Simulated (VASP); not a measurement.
# PtS2 (P-3m1) in VASP: further runs

Runs on PtS2. Level: PBEsol. Tasks: single point.

Program: VASP 6.6.1. These are calculated values, not measurements. Logs are shortened: lines on timing, memory, paths and dates and some standing lists are left out, and cuts for length are marked.

## (1) The cell of the first run

Symmetry: P-3m1, No. 164, trigonal system. Conventional cell: a = 3.553 Å, b = 3.553 Å, c = 5.123 Å, α = 90.00°, β = 90.00°, γ = 120.00°. Within 3.2 Å of Pt (site symmetry -3m) lie 6 S at 2.39 Å. S (site symmetry 3m) has 3 Pt at 2.39 Å and 3 S at 3.20 Å within 3.2 Å.

## (2) Single point, PBEsol

The input, INCAR:

```
ALGO = Normal
EDIFF = 1E-7
ENCUT = 520
GGA = PS
ISIF = 2
ISMEAR = -1
LASPH = T
LCHARG = F
LREAL = F
LWAVE = F
NBANDS = 18
NELM = 60
PREC = Accurate
SIGMA = 0.5
```

The input, KPOINTS:

```
k-points
0
Gamma
  6 6 4
```

The input, POSCAR:

```
PtS2
1.0
    3.5526240934      0.0000000000      0.0000000000
   -1.7763120467      3.0766627150      0.0000000000
    0.0000000000      0.0000000000      5.1228306371
Pt S
1 2
Direct
    0.0000000000      0.0000000000      0.0000000000
    0.3333333333      0.6666666667      0.2392542165
    0.6666666667      0.3333333333      0.7607457835
```

Potentials or basis: VASP PAW PBE potentials, release 64 (Pt, S).

Run with:

```
cat potpaw_PBE.64/Pt/POTCAR potpaw_PBE.64/S/POTCAR > POTCAR
mpirun -np 1 vasp_std > vasp.out
```

OUTCAR:

```text
EDIFF = 1E-7
   ENCUT = 520
   GGA = PS
   ISIF = 2
   ISMEAR = -1
   LASPH = T
   LREAL = F
   NELM = 60
   PREC = Accurate

 ion  position               nearest neighbor table
   1  0.000  0.000  0.000-   2 2.39   3 2.39   3 2.39   2 2.39   3 2.39   2 2.39
   2  0.333  0.667  0.239-   1 2.39   1 2.39   1 2.39
   3  0.667  0.333  0.761-   1 2.39   1 2.39   1 2.39

  LATTYP: Found a hexagonal cell.
 ALAT       =     3.5526240934
 C/A-ratio  =     1.4419849954

  Lattice vectors:

 A1 = (   3.5526240934,   0.0000000000,   0.0000000000)
 A2 = (  -1.7763120467,   3.0766627150,   0.0000000000)
 A3 = (   0.0000000000,   0.0000000000,   5.1228306371)

Analysis of symmetry for initial positions (statically):
=====================================================================
 Subroutine PRICEL returns:
 Original cell was already a primitive cell.

 Routine SETGRP: Setting up the symmetry group for a
 hexagonal supercell.

 Subroutine GETGRP returns: Found 12 space group operations
 (whereof 12 operations were pure point group operations)
 out of a pool of 24 trial point group operations.

The static configuration has the point symmetry D_3d.

Analysis of symmetry for dynamics (positions and initial velocities):
=====================================================================
 Subroutine PRICEL returns:
 Original cell was already a primitive cell.

 Routine SETGRP: Setting up the symmetry group for a
 hexagonal supercell.

 Subroutine GETGRP returns: Found 12 space group operations
 (whereof 12 operations were pure point group operations)
 out of a pool of 24 trial point group operations.

The dynamic configuration has the point symmetry D_3d.

 Subroutine INISYM returns: Found 12 space group operations
 (whereof 12 operations are pure point group operations),
 and found     1 'primitive' translations

----------------------------------------------------------------------------------------

                                     Primitive cell

  volume of cell :      55.9937

  direct lattice vectors                    reciprocal lattice vectors
     3.552624093  0.000000000  0.000000000     0.281482075  0.162513752  0.000000000
    -1.776312047  3.076662715  0.000000000     0.000000000  0.325027503  0.000000000
     0.000000000  0.000000000  5.122830637     0.000000000  0.000000000  0.195204579

  length of vectors
     3.552624093  3.552624093  5.122830637     0.325027503  0.325027503  0.195204579

  position of ions in fractional coordinates (direct lattice)
     0.000000000  0.000000000  0.000000000
     0.333333333  0.666666667  0.239254217
     0.666666667  0.333333333  0.760745783

  ion indices of the primitive-cell ions
   primitive index   ion index
                 1           1
                 2           2
                 3           3

----------------------------------------------------------------------------------------

 KPOINTS: k-points

Automatic generation of k-mesh.
 Grid dimensions read from file:
 generate k-points for:    6    6    4

 Generating k-lattice:

  Cartesian coordinates                     Fractional coordinates (reciprocal lattice)
     0.046913679  0.027085625  0.000000000     0.166666667  0.000000000  0.000000000
     0.000000000  0.054171251  0.000000000     0.000000000  0.166666667  0.000000000
     0.000000000  0.000000000  0.048801145     0.000000000  0.000000000  0.250000000

  Length of vectors
     0.054171251  0.054171251  0.048801145

  Shift w.r.t. Gamma in fractional coordinates (k-lattice)
     0.000000000  0.000000000  0.000000000

 Subroutine IBZKPT returns following result:
 ===========================================

 Found     24 irreducible k-points:

 Following reciprocal coordinates:
            Coordinates               Weight
  0.000000  0.000000  0.000000      1.000000
  0.166667  0.000000  0.000000      6.000000
  0.333333 -0.000000  0.000000      6.000000
  0.500000 -0.000000  0.000000      3.000000
  0.166667  0.166667  0.000000      6.000000
  0.333333  0.166667  0.000000     12.000000
[... 16 lines left out ...]
  0.333333  0.166667  0.500000     12.000000
  0.333333  0.333333  0.500000      2.000000
   k-points           NKPTS =     24   k-points in BZ     NKDIM =     24   number of bands    NBANDS=     18
   number of dos      NEDOS =    301   number of ions     NIONS =      3
   total plane-waves  NPLWV =  31360
   dimension x,y,z NGX =    28 NGY =   28 NGZ =   40
   dimension x,y,z NGXF=    56 NGYF=   56 NGZF=   80
   ions per type =               1   2
   NGX,Y,Z   is equivalent  to a cutoff of  13.10, 13.10, 12.98 a.u.
   NGXF,Y,Z  is equivalent  to a cutoff of  26.21, 26.21, 25.96 a.u.
 SYSTEM =  unknown system
   PREC   = accura    normal or accurate (medium, high low for compatibility)
   ISTART =      0    job   : 0-new  1-cont  2-samecut
   ICHARG =      2    charge: 1-file 2-atom 10-const
   ISPIN  =      1    spin polarized calculation?
   LNONCOLLINEAR =      F non collinear calculations
   LSORBIT =      F    spin-orbit coupling
   LASPH  =      T    aspherical Exc in radial PAW
   ENCUT  =  520.0 eV  38.22 Ry    6.18 a.u.   6.61  6.61  9.53*2*pi/ulx,y,z
   NELM   =     60;   NELMIN=  2; NELMDL= -5     # of ELM steps
   EDIFF  = 0.1E-06   stopping-criterion for ELM
   LREAL  =      F    real-space projection
   EDIFFG = 0.1E-05   stopping-criterion for IOM
   NSW    =      0    number of steps for IOM
   IBRION =     -1    ionic relax: 0-MD 1-quasi-New 2-CG
   NFREE  =      0    steps in history (QN), initial steepest desc. (CG)
   ISIF   =      2    stress and relaxation
   ISYM   =      2    0-nonsym 1-usesym 2-fastsym
   POTIM  = 0.5000    time-step for ionic-motion
   TEBEG  =    0.0;   TEEND  =   0.0 temperature during run
   PSTRESS=    0.0 pullay stress
   NELECT =      22.0000    total number of electrons
   NUPDOWN=      -1.0000    fix difference up-down
   EMIN   =  10.00;   EMAX   =-10.00  energy-range for DOS
   EFERMI =   0.00;   METHOD = LEGACY
   ISMEAR =    -1;   SIGMA  =   0.50  broadening in eV -4-tet -1-fermi 0-gaus
   EFERMI_NEDOS =   21; number of points for ismear=-14 and -15
   IALGO  =     38    algorithm
   IMIX   =      4    mixing-type and parameters
     AMIX     =   0.40;   BMIX     =  1.00
     AMIX_MAG =   1.60;   BMIX_MAG =  1.00
  volume/ion in A,a.u.               =      18.66       125.95
  Fermi-wavevector in a.u.,A,eV,Ry     =   1.199046  2.265869 19.561265  1.437712
  Thomas-Fermi vector in A             =   2.334919
   LORBIT       =      0    0 simple, 1 ext, 2 COOP (PROOUT), +10 PAW based schemes
   GGA     = PS    functional components
   LHFCALC =     F    Hartree Fock is set to
   AEXX    =    0.0000 exact exchange contribution
   IVDW    =     0    specifies the selected vdW correction
   LEPSILON=     F    determine dielectric tensor
   LRPA    =     F    only Hartree local field effects (RPA)
 non-spin polarized calculation
  energy-cutoff  :      520.00
  volume of cell :       55.99
 maximum number of plane-waves:      1536
 NGX is ok and might be reduce to    28
   NGX = 13   NGY = 13   NGZ = 19

 number of electron      21.9999996 magnetization

 Free energy of the ion-electron system (eV)
  ---------------------------------------------------
  ext. energy  EPLUGINS =         0.00000000
  ---------------------------------------------------
  free energy    TOTEN  =       -17.30087116 eV

  energy without entropy =      -16.35219472  energy(sigma->0) =      -16.82653294

 E-fermi :   6.5941     XC(G=0): -10.7308

 val. band max:        6.3204161556   @ k =   0.0000   0.1667   0.2500
 cond. band min:       7.1434747908   @ k =   0.0000   0.3333   0.2500
 fundamental gap:      0.8230586352
 Fermi energy:         6.5940524263

 k-point     1 :       0.0000    0.0000    0.0000
  band No.  band energies     occupation
      1      -8.8100      2.00000
      2      -5.9628      2.00000
      3      -0.5078      2.00000
      4      -0.1231      2.00000
      5      -0.1231      2.00000
      6       2.6470      1.99925
[... 10 lines left out ...]
     17      14.3573      0.00000
     18      18.6437      0.00000

 k-point     2 :       0.1667    0.0000    0.0000
  band No.  band energies     occupation
      1      -8.4648      2.00000
      2      -6.1114      2.00000
      3      -0.1605      2.00000
      4       0.0879      2.00000
      5       0.1099      2.00000
      6       2.0574      1.99977
[... 10 lines left out ...]
     17      15.3215      0.00000
     18      16.2116      0.00000

 k-point     3 :       0.3333   -0.0000    0.0000
  band No.  band energies     occupation
      1      -7.6034      2.00000
      2      -6.4171      2.00000
      3      -0.0849      2.00000
      4       0.4483      1.99999
      5       0.9048      1.99998
      6       1.1285      1.99996
[... 10 lines left out ...]
     17      15.0683      0.00000
     18      15.7546      0.00000

 k-point     4 :       0.5000   -0.0000    0.0000
  band No.  band energies     occupation
      1      -6.9050      2.00000
      2      -6.7064      2.00000
      3      -0.8870      2.00000
      4       0.5411      1.99999
      5       1.2407      1.99996
      6       2.1227      1.99974
[... 375 lines left out ...]
      4       0.1662      1.99999
      5       1.0237      1.99997
      6       1.7049      1.99989
[... 10 lines left out ...]
     17      15.2186      0.00000
     18      15.5675      0.00000

 k-point    23 :       0.3333    0.1667    0.5000
  band No.  band energies     occupation
      1      -6.9218      2.00000
      2      -6.6426      2.00000
      3      -0.6014      2.00000
      4       0.1741      1.99999
      5       1.0099      1.99997
      6       1.8378      1.99985
[... 10 lines left out ...]
     17      15.2096      0.00000
     18      16.6093      0.00000

 k-point    24 :       0.3333    0.3333    0.5000
  band No.  band energies     occupation
      1      -6.6567      2.00000
      2      -6.6567      2.00000
      3       0.1098      2.00000
      4       0.1098      2.00000
      5       0.2238      1.99999
      6       2.0954      1.99975
[... 10 lines left out ...]
     17      14.2085      0.00000
     18      16.8669      0.00000

------------------------ aborting loop because EDIFF is reached ----------------------------------------

  FORCE on cell =-STRESS in cart. coord.  units (eV):
  Direction    XX          YY          ZZ          XY          YZ          ZX
  --------------------------------------------------------------------------------------
  -------------------------------------------------------------------------------------
  Total        0.2784312      0.2784312     -0.3245777      0.0000000      0.0000000      0.0000000
  in kB        7.9669007      7.9669007     -9.2873126      0.0000000      0.0000000      0.0000000
  external PRESSURE =       2.2154963 kB  Pullay stress =       0.0000000 kB

 VOLUME and BASIS-vectors are now :
 -----------------------------------------------------------------------------
  energy-cutoff  :      520.00
  volume of cell :       55.99
      direct lattice vectors                 reciprocal lattice vectors
     3.552624093  0.000000000  0.000000000     0.281482075  0.162513752  0.000000000
    -1.776312047  3.076662715  0.000000000     0.000000000  0.325027503  0.000000000
     0.000000000  0.000000000  5.122830637     0.000000000  0.000000000  0.195204579

 POSITION                                       TOTAL-FORCE (eV/Angst)
 -----------------------------------------------------------------------------------
      0.00000      0.00000      0.00000         0.000000      0.000000      0.000000
     -0.00000      2.05111      1.22566         0.000000     -0.000000      0.075617
      1.77631      1.02555      3.89717        -0.000000      0.000000     -0.075617
 -----------------------------------------------------------------------------------
    total drift:                               -0.000000      0.000000      0.000000

  FREE ENERGIE OF THE ION-ELECTRON SYSTEM (eV)
  ---------------------------------------------------
  free  energy   TOTEN  =       -17.3008711648 eV

  energy  without entropy=      -16.3521947238  energy(sigma->0) =      -16.82653294
```

Run time: 38 s. Hardware: 1 thread of Intel Xeon 8259CL, shared host; peak memory 0.19 GiB.

Results:

| Item | Value |
| --- | --- |
| Free energy | -17.3009 eV |
| Pressure | 0.2 GPa |
| Largest force | 0.076 eV/Å |
| Band gap on the k mesh | 0.82 eV (least direct gap 1.39 eV) |

Forces in eV/Å, atoms in the order of the input:
```
Pt   0.000  0.000  0.000
S    0.000  0.000  0.076
S    0.000  0.000 -0.076
```

Levels at points of the mesh, in eV from the valence-band top:
```
           k point  band 9  band 10  band 11  band 12  band 13  band 14
(0.00, 0.00, 0.00)   -1.00    -1.00    -0.01     2.15     2.15     4.64
(0.50, 0.00, 0.00)   -2.96    -2.87    -2.38     1.56     2.61     5.40
(0.00, 0.00, 0.50)   -1.24    -1.24    -1.08     2.68     2.68     5.46
(0.50, 0.00, 0.50)   -2.70    -2.62    -1.42     1.78     2.25     5.02
```

Caveat: so wide a smearing shifts energies and pressures; the PAW data sets were made with another functional, which shifts forces and pressure a little; spin-orbit coupling is left out, which moves the levels of the heavy elements. PBEsol gaps usually lie below the measured ones, often by a third to a half.

## (3) Single point, PBEsol

The input, INCAR:

```
PREC     = Accurate       # precision mode
ENCUT    = 520            # plane-wave cutoff, eV
EDIFF    = 1E-6           # SCF threshold, eV
ISMEAR   = 0              # smearing method
SIGMA    = 0.01           # smearing width, eV
LREAL    = False          # projectors in reciprocal space
LASPH    = True           # aspherical terms in the spheres
NELM     = 100            # most SCF steps
ALGO     = Normal         # electronic algorithm
ISIF     = 2              # what is computed and relaxed
LWAVE    = False          # write WAVECAR
LCHARG   = True           # write CHGCAR
GGA      = PS             # functional
LELF     = True           # ELF
LVHAR    = True         
NBANDS   = 18             # bands
```

The input, KPOINTS:

```
Automatic mesh
0
Gamma
  6 6 4
```

POSCAR is that of step 2.

Potentials or basis: VASP PAW PBE potentials, release 64 (Pt, S).

Run with:

```
cat potpaw_PBE.64/Pt/POTCAR potpaw_PBE.64/S/POTCAR > POTCAR
mpirun -np 1 vasp_std > vasp.out
```

Run time: 26 s. Hardware: 1 thread of Intel Xeon 8259CL, shared host; peak memory 0.19 GiB.

The run converged. Its results:

* Free energy: -16.9857 eV
* Pressure: -1.6 GPa
* Largest force: 0.231 eV/Å
* Band gap on the k mesh: 0.79 eV (least direct gap 1.36 eV)

Forces on the atoms (eV/Å):
```
Pt   0.000  0.000  0.000
S    0.000  0.000 -0.231
S    0.000  0.000  0.231
```

Stress tensor (GPa, compression positive):
```
-1.37  0.00  0.00
 0.00 -1.37  0.00
 0.00  0.00 -2.08
```

Levels at points of the mesh, in eV from the valence-band top:
```csv
k point,band 9,band 10,band 11,band 12,band 13,band 14
"(0.00, 0.00, 0.00)",-1.01,-1.01,0.00,2.13,2.13,4.64
"(0.50, 0.00, 0.00)",-3.02,-2.92,-2.41,1.53,2.58,5.38
"(0.00, 0.00, 0.50)",-1.24,-1.24,-1.09,2.65,2.65,5.45
"(0.50, 0.00, 0.50)",-2.71,-2.66,-1.41,1.75,2.22,5.01
```

Caveat: the PAW data sets were made with another functional, which shifts forces and pressure a little; spin-orbit coupling is left out, which moves the levels of the heavy elements.
